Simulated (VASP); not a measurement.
Runs of VASP 6.6.1 on Co. The structure is that of space group Fd-3m (No. 227), or close to it. The cells are those of the table. 

| spin | cell | k mesh | smearing | gap on the mesh (eV) | pressure (GPa) | moment (μB) |
| --- | --- | --- | --- | --- | --- | --- |
| collinear, ferromagnetic start | a = 3.694 Å, angles 60.0°, 2 atoms | 12 × 12 × 12 | fermi-dirac 0.05 eV | none | (b) | 3.45 |
| collinear, ferromagnetic start | a = 3.786 Å, angles 60.0°, 2 atoms | 12 × 12 × 12 | fermi-dirac 0.05 eV | none | -7.8 | 3.52 |
| off | a = 3.584 Å, angles 60.0°, 2 atoms | 12 × 12 × 12 | fermi-dirac 0.1 eV | none | -4.3 | - |
| off | a = 3.538 Å, angles 60.0°, 2 atoms | 18 × 18 × 18 | fermi-dirac 0.1 eV | none | (c) | - |
| collinear, ferromagnetic start | a = 3.494 Å, angles 60.0°, 2 atoms | 12 × 12 × 12 | fermi-dirac 0.05 eV | none | 5.1 | (a) |

Alike in all rows: task single point; level BLYP; potentials or basis VASP PAW PBE potentials, release 64 (Co); cutoff (eV) 520.

Q: Estimate the missing entries.

A: (a) 1.20; (b) -3.4; (c) -0.4.

Caveats: the PAW data sets were made with another functional, which shifts forces and pressure a little.

A gap of «none» marks levels without a gap at the run's occupations.
